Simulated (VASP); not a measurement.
# MgO (Pm-3n) in VASP: notebook

MgO is run at these levels: LDA; tasks: single point, relaxation of cell and atoms.

Program: VASP 6.6.1. These are calculated values, not measurements. Logs are shortened: lines on timing, memory, paths and dates and some standing lists are left out, and cuts for length are marked.

## Step 1: The cell of the first run

Symmetry: Pm-3n, No. 223, cubic system. The conventional cell has a = 5.523 Å, b = 5.523 Å, c = 5.523 Å, α = 90.00°, β = 90.00°, γ = 90.00°. Mg (site symmetry -4m2) has 4 O at 1.95 Å within 2.6 Å. Within 2.6 Å of O (site symmetry -4m2) lie 4 Mg at 1.95 Å.

## Step 2: Single point, LDA

INCAR reads:

```
SYSTEM = MgO
ALGO = Normal
EDIFF = 1E-6
ENCUT = 520
GGA = CA
ISIF = 2
ISMEAR = 0
LASPH = .TRUE.
LCHARG = .TRUE.
LELF = .TRUE.
LREAL = .FALSE.
LVHAR = .TRUE.
LWAVE = .FALSE.
NBANDS = 36
NELM = 80
PREC = Accurate
SIGMA = 0.02
```

KPOINTS reads:

```
k-points
0
G
  4 4 4
  0 0 0
```

POSCAR reads:

```
MgO
1.0
    5.5230736673      0.0000000000      0.0000000000
    0.0000000000      5.5230736673      0.0000000000
    0.0000000000      0.0000000000      5.5230736673
Mg O
6 6
Direct
    0.2500000000      0.0000000000      0.5000000000
    0.0000000000      0.5000000000      0.2500000000
    0.5000000000      0.7500000000      0.0000000000
    0.7500000000      0.0000000000      0.5000000000
    0.0000000000      0.5000000000      0.7500000000
    0.5000000000      0.2500000000      0.0000000000
    0.2500000000      0.5000000000      0.0000000000
    0.5000000000      0.0000000000      0.2500000000
    0.0000000000      0.7500000000      0.5000000000
    0.7500000000      0.5000000000      0.0000000000
    0.5000000000      0.0000000000      0.7500000000
    0.0000000000      0.2500000000      0.5000000000
```

Potentials or basis: VASP PAW LDA potentials, release 64 (Mg, O).

On the command line:

```sh
$ cat potpaw_LDA.64/Mg/POTCAR potpaw_LDA.64/O/POTCAR > POTCAR
$ mpirun -np 1 vasp_std > vasp.out
```

OUTCAR:

```text
SYSTEM = MgO
   EDIFF = 1E-6
   ENCUT = 520
   GGA = CA
   ISIF = 2
   ISMEAR = 0
   LASPH = .TRUE.
   LREAL = .FALSE.
   NELM = 80
   PREC = Accurate

 ion  position               nearest neighbor table
   1  0.250  0.000  0.500-   8 1.95   9 1.95  11 1.95  12 1.95   4 2.76   4 2.76   2 3.38   5 3.38
                             6 3.38   3 3.38   6 3.38   2 3.38   5 3.38   3 3.38
   2  0.000  0.500  0.250-   7 1.95   9 1.95  10 1.95  12 1.95   5 2.76   5 2.76   4 3.38   1 3.38
                             6 3.38   3 3.38   1 3.38   4 3.38   3 3.38   6 3.38
   3  0.500  0.750  0.000-   7 1.95   8 1.95  10 1.95  11 1.95   6 2.76   6 2.76   4 3.38   5 3.38
                             1 3.38   1 3.38   4 3.38   2 3.38   2 3.38   5 3.38
   4  0.750  0.000  0.500-   8 1.95   9 1.95  11 1.95  12 1.95   1 2.76   1 2.76   3 3.38   5 3.38
                             6 3.38   3 3.38   6 3.38   2 3.38   5 3.38   2 3.38
   5  0.000  0.500  0.750-   7 1.95   9 1.95  10 1.95  12 1.95   2 2.76   2 2.76   3 3.38   4 3.38
                             6 3.38   1 3.38   1 3.38   4 3.38   3 3.38   6 3.38
   6  0.500  0.250  0.000-   7 1.95   8 1.95  10 1.95  11 1.95   3 2.76   3 2.76   1 3.38   4 3.38
                             5 3.38   1 3.38   4 3.38   2 3.38   2 3.38   5 3.38
   7  0.250  0.500  0.000-   2 1.95   3 1.95   5 1.95   6 1.95
   8  0.500  0.000  0.250-   1 1.95   3 1.95   4 1.95   6 1.95
   9  0.000  0.750  0.500-   1 1.95   2 1.95   4 1.95   5 1.95
  10  0.750  0.500  0.000-   2 1.95   3 1.95   5 1.95   6 1.95
  11  0.500  0.000  0.750-   1 1.95   3 1.95   4 1.95   6 1.95
  12  0.000  0.250  0.500-   1 1.95   2 1.95   4 1.95   5 1.95

  LATTYP: Found a simple cubic cell.
 ALAT       =     5.5230736673

  Lattice vectors:

 A1 = (   5.5230736673,   0.0000000000,   0.0000000000)
 A2 = (   0.0000000000,   5.5230736673,   0.0000000000)
 A3 = (   0.0000000000,   0.0000000000,   5.5230736673)

Analysis of symmetry for initial positions (statically):
=====================================================================
 Subroutine PRICEL returns:
 Original cell was already a primitive cell.

 Routine SETGRP: Setting up the symmetry group for a
 simple cubic supercell.

 Subroutine GETGRP returns: Found 48 space group operations
 (whereof 24 operations were pure point group operations)
 out of a pool of 48 trial point group operations.

The static configuration has the point symmetry T_h .
 The point group associated with its full space group is O_h .

Analysis of symmetry for dynamics (positions and initial velocities):
=====================================================================
 Subroutine PRICEL returns:
 Original cell was already a primitive cell.

[... 129 lines left out ...]
   EFERMI_NEDOS =   21; number of points for ismear=-14 and -15
   IALGO  =     38    algorithm
   IMIX   =      4    mixing-type and parameters
     AMIX     =   0.40;   BMIX     =  1.00
     AMIX_MAG =   1.60;   BMIX_MAG =  1.00
  volume/ion in A,a.u.               =      14.04        94.75
  Fermi-wavevector in a.u.,A,eV,Ry     =   1.077228  2.035666 15.788483  1.160421
  Thomas-Fermi vector in A             =   2.213134
   LORBIT       =      0    0 simple, 1 ext, 2 COOP (PROOUT), +10 PAW based schemes
   GGA     = CA    functional components
   LHFCALC =     F    Hartree Fock is set to
   AEXX    =    0.0000 exact exchange contribution
   IVDW    =     0    specifies the selected vdW correction
   LEPSILON=     F    determine dielectric tensor
   LRPA    =     F    only Hartree local field effects (RPA)
 non-spin polarized calculation
 Gauss-broadening in eV      SIGMA  =   0.02
  energy-cutoff  :      520.00
  volume of cell :      168.48
 maximum number of plane-waves:      4632
 NGX is ok and might be reduce to    42
   NGX = 21   NGY = 21   NGZ = 21

 number of electron      47.9999984 magnetization

 Free energy of the ion-electron system (eV)
  ---------------------------------------------------
  ext. energy  EPLUGINS =         0.00000000
  ---------------------------------------------------
  free energy    TOTEN  =       -77.42625919 eV

  energy without entropy =      -77.42625919  energy(sigma->0) =      -77.42625919

 E-fermi :  -0.0645     XC(G=0):  -9.1908

 val. band max:       -0.2261993665   @ k =   0.0000   0.0000   0.0000
 cond. band min:       2.6349316402   @ k =   0.0000   0.0000   0.0000
 fundamental gap:      2.8611310067
 Fermi energy:        -0.0644803612

 k-point     1 :       0.0000    0.0000    0.0000
  band No.  band energies     occupation
      1     -16.1667      2.00000
      2     -15.6635      2.00000
      3     -15.6635      2.00000
      4     -15.1740      2.00000
      5     -15.1740      2.00000
      6     -15.1740      2.00000
[... 379 lines left out ...]
     35      11.8961      0.00000
     36      11.8961      0.00000

------------------------ aborting loop because EDIFF is reached ----------------------------------------

  FORCE on cell =-STRESS in cart. coord.  units (eV):
  Direction    XX          YY          ZZ          XY          YZ          ZX
  --------------------------------------------------------------------------------------
  -------------------------------------------------------------------------------------
  Total       -0.8034153     -0.8034153     -0.8034153      0.0000000      0.0000000      0.0000000
  in kB       -7.6402609     -7.6402609     -7.6402609      0.0000000      0.0000000      0.0000000
  external PRESSURE =      -7.6402609 kB  Pullay stress =       0.0000000 kB

 VOLUME and BASIS-vectors are now :
 -----------------------------------------------------------------------------
  energy-cutoff  :      520.00
  volume of cell :      168.48
      direct lattice vectors                 reciprocal lattice vectors
     5.523073667  0.000000000  0.000000000     0.181058603  0.000000000  0.000000000
     0.000000000  5.523073667  0.000000000     0.000000000  0.181058603  0.000000000
     0.000000000  0.000000000  5.523073667     0.000000000  0.000000000  0.181058603

 POSITION                                       TOTAL-FORCE (eV/Angst)
 -----------------------------------------------------------------------------------
      1.38077      0.00000      2.76154         0.000000     -0.000000      0.000000
      0.00000      2.76154      1.38077         0.000000     -0.000000      0.000000
      2.76154      4.14231      0.00000        -0.000000     -0.000000      0.000000
      4.14231      0.00000      2.76154        -0.000000      0.000000      0.000000
      0.00000      2.76154      4.14231        -0.000000      0.000000     -0.000000
      2.76154      1.38077      0.00000        -0.000000     -0.000000      0.000000
      1.38077      2.76154      0.00000        -0.000000     -0.000000     -0.000000
      2.76154      0.00000      1.38077        -0.000000     -0.000000      0.000000
      0.00000      4.14231      2.76154        -0.000000     -0.000000     -0.000000
      4.14231      2.76154      0.00000         0.000000      0.000000      0.000000
      2.76154      0.00000      4.14231        -0.000000     -0.000000     -0.000000
      0.00000      1.38077      2.76154         0.000000      0.000000     -0.000000
 -----------------------------------------------------------------------------------
    total drift:                                0.000000      0.000000     -0.000000

  FREE ENERGIE OF THE ION-ELECTRON SYSTEM (eV)
  ---------------------------------------------------
  free  energy   TOTEN  =       -77.4262591878 eV

  energy  without entropy=      -77.4262591878  energy(sigma->0) =      -77.42625919
```

It took 1.9 min on 1 thread of Intel Xeon 8259CL, shared host; peak memory 0.23 GiB.

Results:

```yaml
Free_energy: -77.4263 eV
Pressure: -0.8 GPa
Band_gap_on_the_k_mesh: 2.86 eV
```

Levels at points of the mesh, in eV from the valence-band top:
| k point | band 21 | band 22 | band 23 | band 24 | band 25 | band 26 | band 27 | band 28 |
| --- | --- | --- | --- | --- | --- | --- | --- | --- |
| (0.00, 0.00, 0.00) | -0.67 | 0.00 | 0.00 | 0.00 | 2.86 | 5.83 | 8.03 | 8.03 |
| (0.50, 0.00, 0.00) | -0.64 | -0.64 | 0.00 | 0.00 | 4.79 | 4.79 | 7.61 | 7.61 |
| (0.50, 0.50, 0.00) | -0.63 | -0.63 | -0.49 | 0.00 | 5.76 | 5.76 | 5.78 | 6.84 |
| (0.50, 0.50, 0.50) | -0.87 | -0.87 | -0.87 | -0.87 | 6.30 | 6.30 | 7.52 | 7.52 |

## Step 3: Single point, LDA

INCAR reads:

```
PREC = Accurate
ENCUT = 520
EDIFF = 1E-6
ISMEAR = 0
SIGMA = 0.05
LREAL = False
LASPH = True
NELM = 80
ALGO = Normal
ISIF = 2
LWAVE = False
LCHARG = True
GGA = CA
LELF = True
LVHAR = True
NBANDS = 36
```

KPOINTS reads:

```
Automatic mesh
0
Gamma
  4 4 4
```

POSCAR is that of step 2.

Potentials or basis: VASP PAW LDA potentials, release 64 (Mg, O).

On the command line:

```sh
$ cat potpaw_LDA.64/Mg/POTCAR potpaw_LDA.64/O/POTCAR > POTCAR
$ mpirun -np 1 vasp_std > vasp.out
```

OUTCAR:

```text
PREC = Accurate
   ENCUT = 520
   EDIFF = 1E-6
   ISMEAR = 0
   LREAL = False
   LASPH = True
   NELM = 80
   ISIF = 2
   GGA = CA

 ion  position               nearest neighbor table
   1  0.250  0.000  0.500-   8 1.95   9 1.95  11 1.95  12 1.95   4 2.76   4 2.76   2 3.38   5 3.38
                             6 3.38   3 3.38   6 3.38   2 3.38   5 3.38   3 3.38
   2  0.000  0.500  0.250-   7 1.95   9 1.95  10 1.95  12 1.95   5 2.76   5 2.76   4 3.38   1 3.38
                             6 3.38   3 3.38   1 3.38   4 3.38   3 3.38   6 3.38
   3  0.500  0.750  0.000-   7 1.95   8 1.95  10 1.95  11 1.95   6 2.76   6 2.76   4 3.38   5 3.38
                             1 3.38   1 3.38   4 3.38   2 3.38   2 3.38   5 3.38
   4  0.750  0.000  0.500-   8 1.95   9 1.95  11 1.95  12 1.95   1 2.76   1 2.76   3 3.38   5 3.38
                             6 3.38   3 3.38   6 3.38   2 3.38   5 3.38   2 3.38
   5  0.000  0.500  0.750-   7 1.95   9 1.95  10 1.95  12 1.95   2 2.76   2 2.76   3 3.38   4 3.38
                             6 3.38   1 3.38   1 3.38   4 3.38   3 3.38   6 3.38
   6  0.500  0.250  0.000-   7 1.95   8 1.95  10 1.95  11 1.95   3 2.76   3 2.76   1 3.38   4 3.38
                             5 3.38   1 3.38   4 3.38   2 3.38   2 3.38   5 3.38
   7  0.250  0.500  0.000-   2 1.95   3 1.95   5 1.95   6 1.95
   8  0.500  0.000  0.250-   1 1.95   3 1.95   4 1.95   6 1.95
   9  0.000  0.750  0.500-   1 1.95   2 1.95   4 1.95   5 1.95
  10  0.750  0.500  0.000-   2 1.95   3 1.95   5 1.95   6 1.95
  11  0.500  0.000  0.750-   1 1.95   3 1.95   4 1.95   6 1.95
  12  0.000  0.250  0.500-   1 1.95   2 1.95   4 1.95   5 1.95

  LATTYP: Found a simple cubic cell.
 ALAT       =     5.5230736673

  Lattice vectors:

 A1 = (   5.5230736673,   0.0000000000,   0.0000000000)
 A2 = (   0.0000000000,   5.5230736673,   0.0000000000)
 A3 = (   0.0000000000,   0.0000000000,   5.5230736673)

Analysis of symmetry for initial positions (statically):
=====================================================================
 Subroutine PRICEL returns:
 Original cell was already a primitive cell.

 Routine SETGRP: Setting up the symmetry group for a
 simple cubic supercell.

 Subroutine GETGRP returns: Found 48 space group operations
 (whereof 24 operations were pure point group operations)
 out of a pool of 48 trial point group operations.

The static configuration has the point symmetry T_h .
 The point group associated with its full space group is O_h .

Analysis of symmetry for dynamics (positions and initial velocities):
=====================================================================
 Subroutine PRICEL returns:
 Original cell was already a primitive cell.

 Routine SETGRP: Setting up the symmetry group for a
 simple cubic supercell.

 Subroutine GETGRP returns: Found 48 space group operations
 (whereof 24 operations were pure point group operations)
 out of a pool of 48 trial point group operations.

The dynamic configuration has the point symmetry T_h .
 The point group associated with its full space group is O_h .

 Subroutine INISYM returns: Found 48 space group operations
 (whereof 24 operations are pure point group operations),
 and found     1 'primitive' translations

----------------------------------------------------------------------------------------

                                     Primitive cell

  volume of cell :     168.4777

[... 81 lines left out ...]
   NGX,Y,Z   is equivalent  to a cutoff of  12.64, 12.64, 12.64 a.u.
   NGXF,Y,Z  is equivalent  to a cutoff of  25.28, 25.28, 25.28 a.u.
 SYSTEM =  unknown system
   PREC   = accura    normal or accurate (medium, high low for compatibility)
   ISTART =      0    job   : 0-new  1-cont  2-samecut
   ICHARG =      2    charge: 1-file 2-atom 10-const
   ISPIN  =      1    spin polarized calculation?
   LNONCOLLINEAR =      F non collinear calculations
   LSORBIT =      F    spin-orbit coupling
   LASPH  =      T    aspherical Exc in radial PAW
   ENCUT  =  520.0 eV  38.22 Ry    6.18 a.u.  10.27 10.27 10.27*2*pi/ulx,y,z
   NELM   =     80;   NELMIN=  2; NELMDL= -5     # of ELM steps
   EDIFF  = 0.1E-05   stopping-criterion for ELM
   LREAL  =      F    real-space projection
   EDIFFG = 0.1E-04   stopping-criterion for IOM
   NSW    =      0    number of steps for IOM
   IBRION =     -1    ionic relax: 0-MD 1-quasi-New 2-CG
   NFREE  =      0    steps in history (QN), initial steepest desc. (CG)
   ISIF   =      2    stress and relaxation
   ISYM   =      2    0-nonsym 1-usesym 2-fastsym
   POTIM  = 0.5000    time-step for ionic-motion
   TEBEG  =    0.0;   TEEND  =   0.0 temperature during run
   PSTRESS=    0.0 pullay stress
   NELECT =      48.0000    total number of electrons
   NUPDOWN=      -1.0000    fix difference up-down
   EMIN   =  10.00;   EMAX   =-10.00  energy-range for DOS
   EFERMI =   0.00;   METHOD = LEGACY
   ISMEAR =     0;   SIGMA  =   0.05  broadening in eV -4-tet -1-fermi 0-gaus
   EFERMI_NEDOS =   21; number of points for ismear=-14 and -15
   IALGO  =     38    algorithm
   IMIX   =      4    mixing-type and parameters
     AMIX     =   0.40;   BMIX     =  1.00
     AMIX_MAG =   1.60;   BMIX_MAG =  1.00
  volume/ion in A,a.u.               =      14.04        94.75
  Fermi-wavevector in a.u.,A,eV,Ry     =   1.077228  2.035666 15.788483  1.160421
  Thomas-Fermi vector in A             =   2.213134
   LORBIT       =      0    0 simple, 1 ext, 2 COOP (PROOUT), +10 PAW based schemes
   GGA     = CA    functional components
   LHFCALC =     F    Hartree Fock is set to
   AEXX    =    0.0000 exact exchange contribution
   IVDW    =     0    specifies the selected vdW correction
   LEPSILON=     F    determine dielectric tensor
   LRPA    =     F    only Hartree local field effects (RPA)
 non-spin polarized calculation
 Gauss-broadening in eV      SIGMA  =   0.05
  energy-cutoff  :      520.00
  volume of cell :      168.48
 maximum number of plane-waves:      4632
 NGX is ok and might be reduce to    42
   NGX = 21   NGY = 21   NGZ = 21

 number of electron      47.9999984 magnetization

 Free energy of the ion-electron system (eV)
  ---------------------------------------------------
  ext. energy  EPLUGINS =         0.00000000
  ---------------------------------------------------
  free energy    TOTEN  =       -77.42625919 eV

  energy without entropy =      -77.42625919  energy(sigma->0) =      -77.42625919

 E-fermi :   0.0384     XC(G=0):  -9.1908

 val. band max:       -0.2261993665   @ k =   0.0000   0.0000   0.0000
 cond. band min:       2.6349316402   @ k =   0.0000   0.0000   0.0000
 fundamental gap:      2.8611310067
 Fermi energy:         0.0384168063

 k-point     1 :       0.0000    0.0000    0.0000
  band No.  band energies     occupation
      1     -16.1667      2.00000
      2     -15.6635      2.00000
      3     -15.6635      2.00000
      4     -15.1740      2.00000
      5     -15.1740      2.00000
      6     -15.1740      2.00000
[... 379 lines left out ...]
     35      11.8961      0.00000
     36      11.8961      0.00000

------------------------ aborting loop because EDIFF is reached ----------------------------------------

  FORCE on cell =-STRESS in cart. coord.  units (eV):
  Direction    XX          YY          ZZ          XY          YZ          ZX
  --------------------------------------------------------------------------------------
  -------------------------------------------------------------------------------------
  Total       -0.8034143     -0.8034143     -0.8034143     -0.0000000      0.0000000      0.0000000
  in kB       -7.6402513     -7.6402513     -7.6402513     -0.0000000      0.0000000      0.0000000
  external PRESSURE =      -7.6402513 kB  Pullay stress =       0.0000000 kB

 VOLUME and BASIS-vectors are now :
 -----------------------------------------------------------------------------
  energy-cutoff  :      520.00
  volume of cell :      168.48
      direct lattice vectors                 reciprocal lattice vectors
     5.523073667  0.000000000  0.000000000     0.181058603  0.000000000  0.000000000
     0.000000000  5.523073667  0.000000000     0.000000000  0.181058603  0.000000000
     0.000000000  0.000000000  5.523073667     0.000000000  0.000000000  0.181058603

 POSITION                                       TOTAL-FORCE (eV/Angst)
 -----------------------------------------------------------------------------------
      1.38077      0.00000      2.76154         0.000000     -0.000000     -0.000000
      0.00000      2.76154      1.38077        -0.000000     -0.000000     -0.000000
      2.76154      4.14231      0.00000         0.000000      0.000000      0.000000
      4.14231      0.00000      2.76154        -0.000000     -0.000000      0.000000
      0.00000      2.76154      4.14231         0.000000     -0.000000      0.000000
      2.76154      1.38077      0.00000         0.000000     -0.000000     -0.000000
      1.38077      2.76154      0.00000         0.000000      0.000000     -0.000000
      2.76154      0.00000      1.38077        -0.000000      0.000000      0.000000
      0.00000      4.14231      2.76154         0.000000     -0.000000     -0.000000
      4.14231      2.76154      0.00000        -0.000000     -0.000000     -0.000000
      2.76154      0.00000      4.14231         0.000000      0.000000      0.000000
      0.00000      1.38077      2.76154        -0.000000     -0.000000      0.000000
 -----------------------------------------------------------------------------------
    total drift:                                0.000000      0.000000     -0.000000

  FREE ENERGIE OF THE ION-ELECTRON SYSTEM (eV)
  ---------------------------------------------------
  free  energy   TOTEN  =       -77.4262591877 eV

  energy  without entropy=      -77.4262591877  energy(sigma->0) =      -77.42625919
```

It took 92 s on 1 thread of Intel Xeon 8259CL, shared host; peak memory 0.23 GiB.

Results:

```
Free energy            : -77.4263 eV
Pressure               : -0.8 GPa
Band gap on the k mesh : 2.86 eV
```

[end of part 1 of 2]
